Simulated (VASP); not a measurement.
# ZnGeP2 (I-42d) in VASP: notebook

Runs on ZnGeP2. Level: PBE. Tasks: single point.

Program: VASP 6.6.1. These are calculated values, not measurements. Logs are shortened: lines on timing, memory, paths and dates and some standing lists are left out, and cuts for length are marked.

### 1 The cell of the first run

The structure is tetragonal, space group I-42d (No. 122). The conventional cell has a = 5.445 Å, b = 5.445 Å, c = 10.733 Å, α = 90.00°, β = 90.00°, γ = 90.00°. Within 3.1 Å of Zn (site symmetry -4) lie 4 P at 2.36 Å. Within 3.1 Å of Ge (site symmetry -4) lie 4 P at 2.34 Å. P (site symmetry 2) has 2 Ge at 2.34 Å and 2 Zn at 2.36 Å within 3.1 Å.

### 2 Single point, PBE (19.88 Å³/atom)

File INCAR:

```
SYSTEM = ZnGeP2
PREC     = Accurate       ! precision mode
ENCUT    = 500            ! plane-wave cutoff, eV
EDIFF    = 1E-6           ! SCF threshold, eV
ISMEAR   = 0              ! smearing method
SIGMA    = 0.01           ! smearing width, eV
LREAL    = .False.        ! projectors in reciprocal space
LASPH    = .True.         ! aspherical terms in the spheres
NELM     = 120            ! most SCF steps
ALGO     = Normal         ! electronic algorithm
ISIF     = 2              ! what is computed and relaxed
LWAVE    = .False.        ! write WAVECAR
LCHARG   = .True.         ! write CHGCAR
GGA      = PE             ! functional
LELF     = .True.         ! ELF
LVHAR    = .True.       
NBANDS   = 46             ! bands
GGA_COMPAT= .False.
```

File KPOINTS:

```
Automatic mesh
0
Gamma
  6 6 6
  0 0 0
```

File POSCAR:

```
ZnGeP2
1.0
   -2.7222747575      2.7222747575      5.3663839236
    2.7222747575     -2.7222747575      5.3663839236
    2.7222747575      2.7222747575     -5.3663839236
Zn Ge P
2 2 4
Direct
    0.0000000000      0.0000000000      0.0000000000
    0.7500000000      0.2500000000      0.5000000000
    0.5000000000      0.5000000000      0.0000000000
    0.2500000000      0.7500000000      0.5000000000
    0.3750000000      0.3783565532      0.5033565532
    0.6216434468      0.1250000000      0.9966434468
    0.8750000000      0.8716434468      0.4966434468
    0.1283565532      0.6250000000      0.0033565532
```

Potentials or basis: VASP PAW PBE potentials, release 64 (Zn, Ge_d, P).

Started as:

```sh
$ cat potpaw_PBE.64/Zn/POTCAR potpaw_PBE.64/Ge_d/POTCAR potpaw_PBE.64/P/POTCAR > POTCAR
$ mpirun -np 1 vasp_std > vasp.out
```

OUTCAR:

```text
SYSTEM = ZnGeP2
   PREC = Accurate
   ENCUT = 500
   EDIFF = 1E-6
   ISMEAR = 0
   LREAL = .False.
   LASPH = .True.
   NELM = 120
   ISIF = 2
   GGA = PE

 ion  position               nearest neighbor table
   1  0.000  0.000  0.000-   5 2.36   6 2.36   8 2.36   7 2.36
   2  0.750  0.250  0.500-   8 2.36   5 2.36   7 2.36   6 2.36
   3  0.500  0.500  0.000-   5 2.34   7 2.34   6 2.34   8 2.34
   4  0.250  0.750  0.500-   6 2.34   8 2.34   7 2.34   5 2.34
   5  0.375  0.378  0.503-   3 2.34   4 2.34   2 2.36   1 2.36
   6  0.622  0.125  0.997-   4 2.34   3 2.34   2 2.36   1 2.36
   7  0.875  0.872  0.497-   3 2.34   4 2.34   1 2.36   2 2.36
   8  0.128  0.625  0.003-   4 2.34   3 2.34   1 2.36   2 2.36

  LATTYP: Found a body centered tetragonal cell.
 ALAT       =     5.4445495150
 C/A-ratio  =     1.9712866634

  Lattice vectors:

 A1 = (  -2.7222747575,   2.7222747575,   5.3663839236)
 A2 = (   2.7222747575,  -2.7222747575,   5.3663839236)
 A3 = (   2.7222747575,   2.7222747575,  -5.3663839236)

Analysis of symmetry for initial positions (statically):
=====================================================================
 Subroutine PRICEL returns:
 Original cell was already a primitive cell.

 Routine SETGRP: Setting up the symmetry group for a
 body centered tetragonal supercell.

 Subroutine GETGRP returns: Found  8 space group operations
 (whereof  4 operations were pure point group operations)
 out of a pool of 16 trial point group operations.

The static configuration has the point symmetry S_4 .
 The point group associated with its full space group is D_2d.

Analysis of symmetry for dynamics (positions and initial velocities):
=====================================================================
 Subroutine PRICEL returns:
 Original cell was already a primitive cell.

 Routine SETGRP: Setting up the symmetry group for a
 body centered tetragonal supercell.

 Subroutine GETGRP returns: Found  8 space group operations
 (whereof  4 operations were pure point group operations)
 out of a pool of 16 trial point group operations.

The dynamic configuration has the point symmetry S_4 .
 The point group associated with its full space group is D_2d.

 Subroutine INISYM returns: Found  8 space group operations
 (whereof  4 operations are pure point group operations),
 and found     1 'primitive' translations

----------------------------------------------------------------------------------------

                                     Primitive cell

  volume of cell :     159.0764

  direct lattice vectors                    reciprocal lattice vectors
    -2.722274758  2.722274758  5.366383924     0.000000000  0.183669925  0.093172611
     2.722274758 -2.722274758  5.366383924     0.183669925  0.000000000  0.093172611
     2.722274758  2.722274758 -5.366383924     0.183669925  0.183669925  0.000000000

  length of vectors
     6.604516343  6.604516343  6.604516343     0.205950908  0.205950908  0.259748499

  position of ions in fractional coordinates (direct lattice)
     0.000000000  0.000000000  0.000000000
     0.750000000  0.250000000  0.500000000
     0.500000000  0.500000000  0.000000000
     0.250000000  0.750000000  0.500000000
     0.375000000  0.378356553  0.503356553
     0.621643447  0.125000000  0.996643447
     0.875000000  0.871643447  0.496643447
     0.128356553  0.625000000  0.003356553

  ion indices of the primitive-cell ions
   primitive index   ion index
                 1           1
                 2           2
                 3           3
                 4           4
                 5           5
                 6           6
                 7           7
                 8           8

----------------------------------------------------------------------------------------

 KPOINTS: Automatic mesh

Automatic generation of k-mesh.
 Grid dimensions read from file:
 generate k-points for:    6    6    6

 Generating k-lattice:

  Cartesian coordinates                     Fractional coordinates (reciprocal lattice)
     0.000000000  0.030611654  0.015528768     0.166666667  0.000000000  0.000000000
     0.030611654  0.000000000  0.015528768     0.000000000  0.166666667  0.000000000
     0.030611654  0.030611654  0.000000000     0.000000000  0.000000000  0.166666667

  Length of vectors
     0.034325151  0.034325151  0.043291416

  Shift w.r.t. Gamma in fractional coordinates (k-lattice)
     0.000000000  0.000000000  0.000000000

 Subroutine IBZKPT returns following result:
 ===========================================

 Found     30 irreducible k-points:

 Following reciprocal coordinates:
            Coordinates               Weight
  0.000000  0.000000  0.000000      1.000000
  0.166667 -0.000000  0.000000      8.000000
  0.333333 -0.000000  0.000000      8.000000
  0.500000  0.000000  0.000000      4.000000
  0.166667  0.166667  0.000000      8.000000
  0.333333  0.166667  0.000000     16.000000
[... 16 lines left out ...]
 -0.333333 -0.333333  0.166667      8.000000
 -0.166667 -0.333333  0.166667      8.000000
 [... further k-points ...]
   k-points           NKPTS =     30   k-points in BZ     NKDIM =     30   number of bands    NBANDS=     46
   number of dos      NEDOS =    301   number of ions     NIONS =      8
   total plane-waves  NPLWV = 110592
   dimension x,y,z NGX =    48 NGY =   48 NGZ =   48
   dimension x,y,z NGXF=    96 NGYF=   96 NGZF=   96
   ions per type =               2   2   4
   NGX,Y,Z   is equivalent  to a cutoff of  12.08, 12.08, 12.08 a.u.
   NGXF,Y,Z  is equivalent  to a cutoff of  24.16, 24.16, 24.16 a.u.
 SYSTEM =  ZnGeP2
   PREC   = accura    normal or accurate (medium, high low for compatibility)
   ISTART =      0    job   : 0-new  1-cont  2-samecut
   ICHARG =      2    charge: 1-file 2-atom 10-const
   ISPIN  =      1    spin polarized calculation?
   LNONCOLLINEAR =      F non collinear calculations
   LSORBIT =      F    spin-orbit coupling
   LASPH  =      T    aspherical Exc in radial PAW
   ENCUT  =  500.0 eV  36.75 Ry    6.06 a.u.  12.04 12.04 12.04*2*pi/ulx,y,z
   NELM   =    120;   NELMIN=  2; NELMDL= -5     # of ELM steps
   EDIFF  = 0.1E-05   stopping-criterion for ELM
   LREAL  =      F    real-space projection
   EDIFFG = 0.1E-04   stopping-criterion for IOM
   NSW    =      0    number of steps for IOM
   IBRION =     -1    ionic relax: 0-MD 1-quasi-New 2-CG
   NFREE  =      0    steps in history (QN), initial steepest desc. (CG)
   ISIF   =      2    stress and relaxation
   ISYM   =      2    0-nonsym 1-usesym 2-fastsym
   POTIM  = 0.5000    time-step for ionic-motion
   TEBEG  =    0.0;   TEEND  =   0.0 temperature during run
   PSTRESS=    0.0 pullay stress
   NELECT =      72.0000    total number of electrons
   NUPDOWN=      -1.0000    fix difference up-down
   EMIN   =  10.00;   EMAX   =-10.00  energy-range for DOS
   EFERMI =   0.00;   METHOD = LEGACY
   ISMEAR =     0;   SIGMA  =   0.01  broadening in eV -4-tet -1-fermi 0-gaus
   EFERMI_NEDOS =   21; number of points for ismear=-14 and -15
   IALGO  =     38    algorithm
   IMIX   =      4    mixing-type and parameters
     AMIX     =   0.40;   BMIX     =  1.00
     AMIX_MAG =   1.60;   BMIX_MAG =  1.00
  volume/ion in A,a.u.               =      19.88       134.19
  Fermi-wavevector in a.u.,A,eV,Ry     =   1.256947  2.375286 21.496074  1.579917
  Thomas-Fermi vector in A             =   2.390630
   LORBIT       =      0    0 simple, 1 ext, 2 COOP (PROOUT), +10 PAW based schemes
   GGA     = PE    functional components
   LHFCALC =     F    Hartree Fock is set to
   AEXX    =    0.0000 exact exchange contribution
   IVDW    =     0    specifies the selected vdW correction
   LEPSILON=     F    determine dielectric tensor
   LRPA    =     F    only Hartree local field effects (RPA)
 non-spin polarized calculation
 Gauss-broadening in eV      SIGMA  =   0.01
  energy-cutoff  :      500.00
  volume of cell :      159.08
 maximum number of plane-waves:      4074
   NGX = 25   NGY = 25   NGZ = 25

 number of electron      71.9999960 magnetization

 Free energy of the ion-electron system (eV)
  ---------------------------------------------------
  ext. energy  EPLUGINS =         0.00000000
  ---------------------------------------------------
  free energy    TOTEN  =       -34.52273659 eV

  energy without entropy =      -34.52273659  energy(sigma->0) =      -34.52273659

 E-fermi :   4.4863     XC(G=0):  -9.8689

 val. band max:        4.3954853876   @ k =   0.0000   0.0000   0.0000
 cond. band min:       5.6327347268   @ k =   0.5000   0.5000   0.0000
 fundamental gap:      1.2372493393
 Fermi energy:         4.4862668102

 k-point     1 :       0.0000    0.0000    0.0000
  band No.  band energies     occupation
      1     -20.4593      2.00000
      2     -20.4577      2.00000
      3     -20.4577      2.00000
      4     -20.4532      2.00000
      5     -20.4471      2.00000
      6     -20.4471      2.00000
[... 38 lines left out ...]
     45       9.3372      0.00000
     46       9.3534      0.00000

 k-point     2 :       0.1667   -0.0000    0.0000
  band No.  band energies     occupation
      1     -20.4593      2.00000
      2     -20.4578      2.00000
      3     -20.4573      2.00000
      4     -20.4533      2.00000
      5     -20.4478      2.00000
      6     -20.4468      2.00000
[... 38 lines left out ...]
     45       9.2122      0.00000
     46       9.8989      0.00000

 k-point     3 :       0.3333   -0.0000    0.0000
  band No.  band energies     occupation
      1     -20.4592      2.00000
      2     -20.4582      2.00000
      3     -20.4565      2.00000
      4     -20.4530      2.00000
      5     -20.4495      2.00000
      6     -20.4463      2.00000
[... 38 lines left out ...]
     45       9.4521      0.00000
     46      10.0686      0.00000

 k-point     4 :       0.5000    0.0000    0.0000
  band No.  band energies     occupation
      1     -20.4590      2.00000
      2     -20.4586      2.00000
      3     -20.4561      2.00000
      4     -20.4520      2.00000
      5     -20.4512      2.00000
      6     -20.4461      2.00000
[... 920 lines left out ...]
     45       9.4051      0.00000
     46       9.6025      0.00000

 k-point    23 :      -0.3333   -0.3333    0.1667
  band No.  band energies     occupation
      1     -20.4589      2.00000
      2     -20.4587      2.00000
      3     -20.4574      2.00000
      4     -20.4544      2.00000
      5     -20.4466      2.00000
      6     -20.4465      2.00000
[... 38 lines left out ...]
     45       9.3425      0.00000
     46      10.0497      0.00000

 k-point    24 :      -0.1667   -0.3333    0.1667
  band No.  band energies     occupation
      1     -20.4588      2.00000
      2     -20.4586      2.00000
      3     -20.4579      2.00000
      4     -20.4540      2.00000
      5     -20.4470      2.00000
      6     -20.4461      2.00000
[... 38 lines left out ...]
     45       8.9157      0.00000
     46       9.4427      0.00000

 [... further k-points ...]

------------------------ aborting loop because EDIFF is reached ----------------------------------------

  FORCE on cell =-STRESS in cart. coord.  units (eV):
  Direction    XX          YY          ZZ          XY          YZ          ZX
  --------------------------------------------------------------------------------------
  -------------------------------------------------------------------------------------
  Total        2.4287467      2.4287467      2.4113752      0.0000000     -0.0000000     -0.0000000
  in kB       24.4617294     24.4617294     24.2867682      0.0000000     -0.0000000     -0.0000000
  external PRESSURE =      24.4034090 kB  Pullay stress =       0.0000000 kB

 VOLUME and BASIS-vectors are now :
 -----------------------------------------------------------------------------
  energy-cutoff  :      500.00
  volume of cell :      159.08
      direct lattice vectors                 reciprocal lattice vectors
    -2.722274758  2.722274758  5.366383924     0.000000000  0.183669925  0.093172611
     2.722274758 -2.722274758  5.366383924     0.183669925  0.000000000  0.093172611
     2.722274758  2.722274758 -5.366383924     0.183669925  0.183669925  0.000000000

 POSITION                                       TOTAL-FORCE (eV/Angst)
 -----------------------------------------------------------------------------------
      0.00000      0.00000      0.00000         0.000000     -0.000000      0.000000
     -0.00000      2.72227      2.68319         0.000000     -0.000000      0.000000
      0.00000      0.00000      5.36638         0.000000     -0.000000      0.000000
      2.72227     -0.00000      2.68319         0.000000     -0.000000     -0.000000
      1.37941      1.36114      1.34160        -0.015726     -0.000000     -0.000000
      1.36114      4.06514     -1.34160         0.000000      0.015726     -0.000000
      1.34286      1.36114      6.70798         0.015726     -0.000000     -0.000000
      1.36114     -1.34286      4.02479         0.000000     -0.015726     -0.000000
 -----------------------------------------------------------------------------------
    total drift:                               -0.000006     -0.000006     -0.000008

  FREE ENERGIE OF THE ION-ELECTRON SYSTEM (eV)
  ---------------------------------------------------
  free  energy   TOTEN  =       -34.5227365861 eV

  energy  without entropy=      -34.5227365861  energy(sigma->0) =      -34.52273659
```

It took 2.1 min on 1 thread of Intel Xeon 6975P-C (Granite Rapids), shared host; peak memory 0.42 GiB.

What came out:

* Free energy: -34.5227 eV
* Pressure: 2.4 GPa
* Largest force: 0.016 eV/Å
* Band gap on the k mesh: 1.24 eV (least direct gap 1.40 eV)

Forces in eV/Å, atoms in the order of the input:
```
Zn   0.000  0.000  0.000
Zn   0.000  0.000  0.000
Ge   0.000  0.000  0.000
Ge   0.000  0.000  0.000
P   -0.016  0.000  0.000
P    0.000  0.016  0.000
P    0.016  0.000  0.000
P    0.000 -0.016  0.000
```

Levels at points of the mesh, in eV from the valence-band top:
| k point | band 32 | band 33 | band 34 | band 35 | band 36 | band 37 | band 38 | band 39 | band 40 | band 41 |
| --- | --- | --- | --- | --- | --- | --- | --- | --- | --- | --- |
| (0.00, 0.00, 0.00) | -2.59 | -2.59 | -0.08 | -0.08 | 0.00 | 1.40 | 1.41 | 1.63 | 3.16 | 3.16 |
| (0.50, 0.00, 0.00) | -2.72 | -2.49 | -1.88 | -1.65 | -0.97 | 2.40 | 2.53 | 2.82 | 3.98 | 4.10 |
| (0.50, 0.50, 0.00) | -1.87 | -1.20 | -1.20 | -0.75 | -0.75 | 1.24 | 1.24 | 3.04 | 3.04 | 4.05 |
| (0.50, 0.50, 0.50) | -2.53 | -1.94 | -1.94 | -1.36 | -1.36 | 1.25 | 1.25 | 1.48 | 1.48 | 2.42 |

A k mesh can miss the band edges. A hybrid or GW would open this gap; PBE tends to underestimate it.

### 3 Single point, PBE

This run uses another cell than the first one, of 20.50 Å³/atom.

File INCAR:

```
SYSTEM = ZnGeP2
  PREC = Accurate
  ENCUT = 500
  EDIFF = 1E-6
  ISMEAR = 0
  SIGMA = 0.01
  LREAL = .False.
  LASPH = .True.
  NELM = 120
  ALGO = Normal
  ISIF = 2
  LWAVE = .False.
  LCHARG = .False.
  GGA = PE
  NBANDS = 46
  GGA_COMPAT = .False.
```

KPOINTS is that of step 2.

Changes to POSCAR since step 2:

```diff
@@ -2,5 +2,5 @@
 1.0
-   -2.7222747575      2.7222747575      5.3663839236
-    2.7222747575     -2.7222747575      5.3663839236
-    2.7222747575      2.7222747575     -5.3663839236
+   -2.7500549901      2.7500549901      5.4211467255
+    2.7500549901     -2.7500549901      5.4211467255
+    2.7500549901      2.7500549901     -5.4211467255
 Zn Ge P
```

Potentials or basis: VASP PAW PBE potentials, release 64 (Zn, Ge_d, P).

Started as:

```sh
$ cat potpaw_PBE.64/Zn/POTCAR potpaw_PBE.64/Ge_d/POTCAR potpaw_PBE.64/P/POTCAR > POTCAR
$ mpirun -np 1 vasp_std > vasp.out
```

Run time: 3.2 min. Hardware: 1 thread of Intel Xeon 6975P-C (Granite Rapids), shared host; peak memory 0.43 GiB.

It converged, with:

```
Free energy            : -34.5605 eV
Pressure               : 0.0 GPa
Largest force          : 0.030 eV/Å
Band gap on the k mesh : 1.15 eV (least direct gap 1.19 eV)
```

Forces in eV/Å, atoms in the order of the input:
```
Zn   0.000  0.000  0.000
Zn   0.000  0.000  0.000
Ge   0.000  0.000  0.000
Ge   0.000  0.000  0.000
P    0.030  0.000  0.000
P    0.000 -0.030  0.000
P   -0.030  0.000  0.000
P    0.000  0.030  0.000
```

Levels at points of the mesh, in eV from the valence-band top:
```
           k point  band 32  band 33  band 34  band 35  band 36  band 37  band 38  band 39  band 40  band 41
(0.00, 0.00, 0.00)    -2.49    -2.49    -0.08    -0.08     0.00     1.19     1.45     1.64     3.15     3.15
(0.50, 0.00, 0.00)    -2.64    -2.41    -1.80    -1.58    -0.93     2.31     2.48     2.81     3.93     4.09
(0.50, 0.50, 0.00)    -1.82    -1.16    -1.16    -0.72    -0.72     1.15     1.15     2.99     2.99     4.04
(0.50, 0.50, 0.50)    -2.47    -1.87    -1.87    -1.30    -1.30     1.26     1.26     1.53     1.53     2.45
```

A k mesh can miss the band edges. As with any semilocal functional, this PBE gap is likely too small.
